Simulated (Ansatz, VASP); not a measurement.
Sn2Sb2Te in VASP and in Ansatz

INCAR

```
PREC = Accurate
ENCUT = 520
EDIFF = 1E-6
ISMEAR = 0
SIGMA = 0.1
LREAL = False
LASPH = True
NELM = 80
ALGO = Normal
ISIF = 2
LWAVE = False
LCHARG = True
GGA = PE
LELF = True
LVHAR = True
NBANDS = 30
```

KPOINTS

```
Automatic mesh
0
Gamma
  3 3 4
```

File POSCAR:

```
Sn2Sb2Te
1.0
    5.8205785100      0.0000000000      0.0000000000
   -2.9102892500      5.0407688500      0.0000000000
    0.0000000000      0.0000000000      5.2633189500
Sn Sb Te
2 2 1
Direct
    0.3333333300      0.6666666700      0.5000000000
    0.6666666700      0.3333333300      0.5000000000
    0.3333333300      0.6666666700      0.0000000000
    0.6666666700      0.3333333300      0.0000000000
    0.0000000000      0.0000000000      0.5000000000
```

Input for Ansatz:

```yaml
crystal:
  lattice:
    - [5.82057851, 0.0, 0.0]
    - [-2.91028925, 5.04076885, 0.0]
    - [0.0, 0.0, 5.26331895]
  atoms:
    - { symbol: Sn, position: [0.33333333, 0.66666667, 0.5] }
    - { symbol: Sn, position: [0.66666667, 0.33333333, 0.5] }
    - { symbol: Sb, position: [0.33333333, 0.66666667, 0.0] }
    - { symbol: Sb, position: [0.66666667, 0.33333333, 0.0] }
    - { symbol: Te, position: [0.0, 0.0, 0.5] }
basis:
  ecutwfc: 420
kpoints:
  mp_grid: { grid: [3, 3, 4] }
hamiltonian:
  xc: pbe
scf:
  occupations: { method: gaussian, width: 0.1 }
  lower_state_search: "off"
output:
  forces: true
  stress: true
  eigenvalues: true
```

Alike in both runs: task single point; functional PBE; k mesh 3 × 3 × 4; occupations gaussian, width 0.1 eV; no spin polarisation.

```csv
,VASP,Ansatz
version,VASP 6.6.1,Ansatz 0.2.0
potentials or method,"VASP PAW PBE potentials, release 64 (Sn_d, Sb, Te), cutoff 520 eV","scalar-relativistic, plane waves, PAW"
valence electrons in the cell,44,74
```

|  | VASP | Ansatz | Ansatz less VASP |
| --- | --- | --- | --- |
| gap on the k mesh at the Fermi level (eV) | none | none | - |
| pressure (GPa) | 7.1 | 7.1 | +0.08 |
| traceless stress, the component that is largest in VASP (GPa) | 21.42 | 21.47 | +0.046 |

A gap of «none» marks a metal or a gap that the smearing closes. VASP's potentials hold 44 valence electrons a cell and Ansatz's 74, so a difference there can come from the potentials and not from the codes.

The k mesh is coarse, so the values compare programs but aren't converged. Spin-orbit coupling is off throughout.
